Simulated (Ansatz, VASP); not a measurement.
**One calculation of Au, two programs**

File INCAR:

```
SYSTEM = Au
ALGO = Normal
EDIFF = 1E-6
ENCUT = 520
GGA = PS
ISIF = 2
ISMEAR = 0
LASPH = .True.
LCHARG = .True.
LELF = .True.
LREAL = .False.
LVHAR = .True.
LWAVE = .False.
NBANDS = 18
NELM = 100
PREC = Accurate
SIGMA = 0.1
```

The input KPOINTS:

```
k-points
0
Gamma
  16 16 8
  0 0 0
```

POSCAR

```
Au
1.0
    2.7837584962      0.0197084234     -0.0039416847
    0.0069319170      2.7327761412      0.0218745293
   -1.1402591027     -1.1185147697      4.8101599238
Au
2
Direct
    0.3581222408      0.3300012100      0.7194508640
    0.6418777592      0.6699987900      0.2805491360
```

Input for Ansatz:

```yaml
crystal:
  lattice:
    - [2.7837584962, 0.0197084234, -0.0039416847]
    - [0.006931917, 2.7327761412, 0.0218745293]
    - [-1.1402591027, -1.1185147697, 4.8101599238]
  atoms:
    - { symbol: Au, position: [0.3581222408, 0.33000121, 0.719450864] }
    - { symbol: Au, position: [0.6418777592, 0.66999879, 0.280549136] }
basis:
  ecutwfc: 420
kpoints:
  mp_grid: { grid: [16, 16, 8] }
hamiltonian:
  xc: pbesol
scf:
  occupations: { method: gaussian, width: 0.1 }
output:
  forces: true
  stress: true
  eigenvalues: true
```

Alike in both runs: task single point; functional PBEsol; k mesh 16 × 16 × 8; occupations gaussian, width 0.1 eV; no spin polarisation.

|  | VASP | Ansatz |
| --- | --- | --- |
| version | VASP 6.6.1 | Ansatz 0.2.0 |
| potentials or method | VASP PAW PBE potentials, release 64 (Au), cutoff 520 eV | scalar-relativistic, plane waves, PAW |
| valence electrons in the cell | 22 | 38 |

```csv
,VASP,Ansatz,Ansatz less VASP
gap on the k mesh at the Fermi level (eV),none,none,-
pressure (GPa),1.0,1.3,+0.24
"traceless stress, the component that is largest in VASP (GPa)",-2.29,-2.31,-0.020
rms of the force components (eV/Å),0.275,0.278,+0.0032
```

VASP's potentials were made for PBE, not for PBEsol. Atom by atom the forces differ by 0.003 eV/Å (rms over components). A gap of «none» marks a metal or a gap that the smearing closes. VASP's potentials hold 22 valence electrons a cell and Ansatz's 38, so a difference there can come from the potentials and not from the codes.

Neither program's run includes spin-orbit coupling.
